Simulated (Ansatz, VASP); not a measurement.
Two plane-wave programs on Ga

```xyz
3
Lattice="4.4902 0.0000 0.0000 -2.2451 3.8886 0.0000 0.0000 0.0000 2.8790" Properties=species:S:1:pos:R:3 pbc="T T T"
Ga    0.0000    0.0000    0.0000
Ga    0.0000    2.5924    1.4395
Ga    2.2451    1.2962    1.4395
```

Alike in both runs: task single point; functional LDA; k mesh 9 × 9 × 12; occupations fermi-dirac, width 0.1 eV; no spin polarisation.

|  | VASP | Ansatz |
| --- | --- | --- |
| version | VASP 6.6.1 | Ansatz 0.2.0 |
| potentials or method | VASP PAW LDA potentials, release 64 (Ga_d), cutoff 520 eV | plane waves (420 eV) with PAW, scalar-relativistic |
| valence electrons in the cell | 39 | 39 |

|  | VASP | Ansatz | Ansatz less VASP |
| --- | --- | --- | --- |
| pressure (GPa) | 3.1 | 2.9 | -0.17 |
| traceless stress, the component that is largest in VASP (GPa) | -0.60 | -0.56 | +0.040 |

Ansatz warns that its potentials were made for another functional, while VASP's fit it. LDA's correlation is that of Perdew and Zunger in VASP and of Perdew and Wang (1992) in Ansatz.
